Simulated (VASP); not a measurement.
Runs of VASP 6.6.1 on ZnSe5. The structure is that of space group P6/mmm (No. 191), or close to it. The cells are those of the table. 

```csv
task,cell,k mesh,cutoff (eV),gap on the mesh (eV),pressure (GPa),relaxed volume (Å³/atom)
relaxation of cell and atoms,"relaxed from a = 7.268, b = 7.268, c = 3.527 Å, angles 90.0, 90.0, 120.0°, 6 atoms",3 × 3 × 6,600,none,0.0,26.69
relaxation of cell and atoms,"relaxed from a = 7.257, b = 7.257, c = 3.510 Å, angles 90.0, 90.0, 120.0°, 6 atoms",6 × 6 × 10,600,none,0.0,(a)
relaxation of cell and atoms,"relaxed from a = 6.194, b = 6.194, c = 4.935 Å, angles 90.0, 90.0, 120.0°, 6 atoms",3 × 3 × 4,600,none,0.0,26.99
single point,"a = 7.257, b = 7.257, c = 3.510 Å, angles 90.0, 90.0, 120.0°, 6 atoms",3 × 3 × 6,520,none,0.1,-
single point,"a = 7.234, b = 7.234, c = 3.543 Å, angles 90.0, 90.0, 120.0°, 6 atoms",6 × 6 × 10,520,none,0.0,-
single point,"a = 7.268, b = 7.268, c = 3.527 Å, angles 90.0, 90.0, 120.0°, 6 atoms",3 × 3 × 4,520,none,0.1,-
single point,"a = 6.194, b = 6.194, c = 4.935 Å, angles 90.0, 90.0, 120.0°, 6 atoms",3 × 3 × 4,520,none,-5.8,-
```

Alike in all rows: level PBE; potentials or basis VASP PAW PBE potentials, release 64 (Zn, Se); no spin polarisation; smearing gaussian 0.1 eV.

Task: Fill in the values left out.

Result: (a) 26.74.

Caveats: some runs use coarse meshes.

A k mesh can miss the band edges, and the runs leave out spin-orbit coupling on Se.

A gap of «none» marks levels without a gap at the run's occupations.
